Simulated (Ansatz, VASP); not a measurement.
BiPt3 in VASP and in Ansatz

```
CELL_PARAMETERS angstrom
0.00000 4.29673 0.00000
4.29673 0.00000 0.00000
2.14837 2.14837 -3.88478
ATOMIC_POSITIONS crystal
Bi 0.00000 0.00000 0.00000
Pt 0.75000 0.25000 0.50000
Pt 0.25000 0.75000 0.50000
Pt 0.50000 0.50000 0.00000
```

Alike in both runs: task single point; functional r2SCAN; k mesh 9 × 9 × 9; no spin polarisation.

|  | VASP | Ansatz |
| --- | --- | --- |
| version | VASP 6.6.1 | Ansatz 0.2.0 |
| potentials or method | VASP PAW PBE potentials, release 64 (Bi_d, Pt), cutoff 520 eV | PAW plane waves |
| occupations | fermi-dirac, width 0.1 eV | fermi-dirac |
| valence electrons in the cell | 45 | 69 |

```csv
,VASP,Ansatz,Ansatz less VASP
pressure (GPa),-0.4,-0.9,-0.47
"traceless stress, the component that is largest in VASP (GPa)",1.21,1.17,-0.045
```

VASP's potentials were made for PBE, not for r2SCAN. VASP's potentials hold 45 valence electrons a cell and Ansatz's 69, so a difference there can come from the potentials and not from the codes.

Neither program's run includes spin-orbit coupling.
